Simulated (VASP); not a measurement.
Set up this calculation in VASP 6.6.1, as the native input.

| Item | Value |
| --- | --- |
| Task | band structure |
| Functional | HSE03 |
| Potentials or basis | VASP PAW PBE potentials, release 64 (In_d, P) |
| Cutoff | 520 eV |
| k mesh | 6 × 6 × 6 |
| Occupations | gaussian, width 0.02 eV |
| Spin | no spin polarisation |
| Grid for exact exchange (PRECFOCK) | Fast |
| Further INCAR settings | ALGO = Normal; EDIFF = 1e-06 |
| Share of exact exchange | 0.25 |
| Screening parameter | 0.3 1/Å |

Crystal: InP.

```
CELL_PARAMETERS angstrom
0.00000 2.93050 2.93050
2.93050 0.00000 2.93050
2.93050 2.93050 0.00000
ATOMIC_POSITIONS crystal
In 0.00000 0.00000 0.00000
P 0.75000 0.75000 0.75000
```

The input as run:

POSCAR

```
InP
1.0
    0.0000000000      2.9305000000      2.9305000000
    2.9305000000      0.0000000000      2.9305000000
    2.9305000000      2.9305000000      0.0000000000
In P
1 1
Direct
    0.0000000000      0.0000000000      0.0000000000
    0.7500000000      0.7500000000      0.7500000000
```

INCAR.step1

```
SYSTEM = InP
PREC     = Accurate       ! precision mode
ENCUT    = 520            ! plane-wave cutoff, eV
EDIFF    = 1E-5           ! SCF threshold, eV
ISMEAR   = 0              ! smearing method
SIGMA    = 0.02           ! smearing width, eV
LREAL    = .False.        ! projectors in reciprocal space
LASPH    = .True.         ! aspherical terms in the spheres
NELM     = 80             ! most SCF steps
ALGO     = Normal         ! electronic algorithm
ISIF     = 2              ! what is computed and relaxed
LWAVE    = .True.         ! write WAVECAR
LCHARG   = .False.        ! write CHGCAR
GGA      = PE             ! functional
KPAR     = 4
```

INCAR.step2

```
SYSTEM = InP
PREC     = Accurate       ! precision mode
ENCUT    = 520            ! plane-wave cutoff, eV
EDIFF    = 1E-6           ! SCF threshold, eV
ISMEAR   = 0              ! smearing method
SIGMA    = 0.02           ! smearing width, eV
LREAL    = .False.        ! projectors in reciprocal space
LASPH    = .True.         ! aspherical terms in the spheres
NELM     = 80             ! most SCF steps
ALGO     = Normal         ! electronic algorithm
ISIF     = 2              ! what is computed and relaxed
LWAVE    = .False.        ! write WAVECAR
LCHARG   = .False.        ! write CHGCAR
GGA      = PE             ! functional
LHFCALC  = .True.         ! exact exchange
HFSCREEN = 0.3            ! screening, 1/A
PRECFOCK = Fast         
ISTART   = 1            
KPAR     = 4
```

KPOINTS

```
regular mesh
0
Gamma
  6 6 6
  0 0 0
```

KPOINTS_OPT

```
path GXWKGLUWLK,UX
12
line-mode
reciprocal
 0.0000000000  0.0000000000  0.0000000000  G
 0.5000000000  0.0000000000  0.5000000000  X

 0.5000000000  0.0000000000  0.5000000000  X
 0.5000000000  0.2500000000  0.7500000000  W

 0.5000000000  0.2500000000  0.7500000000  W
 0.3750000000  0.3750000000  0.7500000000  K

 0.3750000000  0.3750000000  0.7500000000  K
 0.0000000000  0.0000000000  0.0000000000  G

 0.0000000000  0.0000000000  0.0000000000  G
 0.5000000000  0.5000000000  0.5000000000  L

 0.5000000000  0.5000000000  0.5000000000  L
 0.6250000000  0.2500000000  0.6250000000  U

 0.6250000000  0.2500000000  0.6250000000  U
 0.5000000000  0.2500000000  0.7500000000  W

 0.5000000000  0.2500000000  0.7500000000  W
 0.5000000000  0.5000000000  0.5000000000  L

 0.5000000000  0.5000000000  0.5000000000  L
 0.3750000000  0.3750000000  0.7500000000  K

 0.6250000000  0.2500000000  0.6250000000  U
 0.5000000000  0.0000000000  0.5000000000  X
```

Potentials or basis: VASP PAW PBE potentials, release 64 (In_d, P).

The run is started by

```sh
$ cat potpaw_PBE.64/In_d/POTCAR potpaw_PBE.64/P/POTCAR > POTCAR
$ cp INCAR.step1 INCAR
$ mpirun -np 4 vasp_std > vasp.out
$ cp INCAR.step2 INCAR
$ mpirun -np 4 vasp_std > vasp.out
```

It gave:

```
Pressure                : 1.6 GPa
Band gap on the k mesh  : 1.34 eV
Band gap along the path : 1.34 eV
```

Caveat: the PAW data sets were made with another functional, which shifts forces and pressure a little; spin-orbit coupling is left out, which moves the levels of the heavy elements.

Wall time 15 min on 4 MPI ranks on Intel(R) Xeon(R) 6975P-C (Granite Rapids) (shared host), peak memory 0.39 GiB a rank.
